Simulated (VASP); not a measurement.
Crystal: BN.

```xyz
16
Lattice="-3.5863 3.5863 0.0000 0.0000 3.5863 -3.5863 -3.5863 0.0000 -3.5863" Properties=species:S:1:pos:R:3 pbc="T T T"
B    -1.7266    1.6650   -3.5804
B    -1.7003   -0.1479   -1.7778
B     0.0402    1.6608   -1.7765
B     0.0677   -0.1233    0.0195
B    -3.5176    3.4372   -3.5866
B    -3.5307    1.6170   -1.7703
B    -1.7676    3.4836   -1.7809
B    -1.7071    1.6543    0.0153
N    -2.6003    4.3203   -4.4376
N    -2.6307    2.5609   -2.6251
N    -4.3983    4.3725   -6.2121
N    -4.4368    2.5379   -4.4731
N    -4.3948    6.1255   -4.4460
N    -4.4496    4.3470   -2.6770
N    -6.2248    6.1225   -6.2560
N    -6.2191    4.3290   -4.4577
```

This cell differs from its parent crystal: dynamics (npt langevin) at 200 K, volume x 1.0, from the last frame before.

Base run:

- Program: VASP 6.6.1
- Functional: PBE
- Potentials or basis: VASP PAW PBE potentials, release 64 (B, N)
- Cutoff: 520 eV
- k mesh: 2 × 2 × 2, shifted
- Occupations: fermi-dirac, width 0.02 eV
- Spin: no spin polarisation

Its results: band gap on the k mesh 5.77 eV; pressure 13.6 GPa; largest force 2.301 eV/Å.

Problem. The run is repeated on the same cell with these changes: further incar settings from LREAL = Auto; ALGO = Normal; EDIFF = 1e-06; NBANDS = 46; ISYM = -1 to LREAL = Auto; ALGO = Normal; EDIFF = 1e-06; NBANDS = 46. What comes out?

Solution. Band gap on the k mesh 5.64 eV; pressure 13.6 GPa; largest force 2.308 eV/Å.

Caveats: some runs use coarse meshes; the atoms stand as in a frame of molecular dynamics; a shifted mesh leaves out Γ, where band edges can lie; forces of over 1 eV/Å act on the atoms, so gaps and moduli don't describe the material at rest; the cell stands under pressure (at least some runs).

A k mesh can miss the band edges.
